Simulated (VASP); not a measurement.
Set up this calculation in VASP 6.6.1, as the native input.

- Task: single point
- Functional: PBE
- Potentials or basis: VASP PAW PBE potentials, release 64 (La, Zr_sv, O)
- Cutoff: 520 eV
- k mesh: 8 × 8 × 8
- Occupations: gaussian, width 0.1 eV
- Spin: collinear spin, ferromagnetic start
- Starting moments: [0.0, 0.0, 0.0, 0.0, 0.55, 0.0] μB
- Dipole correction: no
- Further INCAR settings: ALGO = Normal; EDIFF = 1e-07; NBANDS = 44

The structure of La4ZrO lies in POSCAR:

```
La4ZrO
1.0
    0.0000000000      4.4828269465      4.4828269465
    4.4828269465      0.0000000000      4.4828269465
    4.4828269465      4.4828269465      0.0000000000
La Zr O
4 1 1
Direct
    0.6234452704      0.6234452704      0.1296641888
    0.6234452704      0.1296641888      0.6234452704
    0.1296641888      0.6234452704      0.6234452704
    0.6234452704      0.6234452704      0.6234452704
    0.2500000000      0.2500000000      0.2500000000
    0.0000000000      0.0000000000      0.0000000000
```

These files were run (other wordings do the same):

INCAR

```
PREC = Accurate
ENCUT = 520
EDIFF = 1E-7
ISMEAR = 0
SIGMA = 0.1
LREAL = F
LASPH = T
NELM = 150
ALGO = Normal
ISIF = 2
LWAVE = F
LCHARG = F
ISPIN = 2
MAGMOM = 0 0 0 0 0.55 0
LORBIT = 11
LMAXMIX = 6
GGA = PE
NBANDS = 44
```

KPOINTS

```
Automatic mesh
0
Gamma
  8 8 8
```

Potentials or basis: VASP PAW PBE potentials, release 64 (La, Zr_sv, O).

Run with:

```console
$ cat potpaw_PBE.64/La/POTCAR potpaw_PBE.64/Zr_sv/POTCAR potpaw_PBE.64/O/POTCAR > POTCAR
$ mpirun -np 1 vasp_std > vasp.out
```

It gave:

```yaml
Pressure: -0.2 GPa
Band_gap_on_the_k_mesh: zero (filled and empty bands overlap)
Net_moment: 0.00 μB per cell
Valence_electrons_inside_the_program's_atomic_spheres: La 8.88; Zr 9.67; O 4.70
```

Caveat: spin-orbit coupling is left out, which moves the levels of the heavy elements.

Run time: 15 min on 1 thread of Intel(R) Xeon(R) Platinum 8559C (Emerald Rapids), with other jobs on the host, peak memory 0.64 GiB.
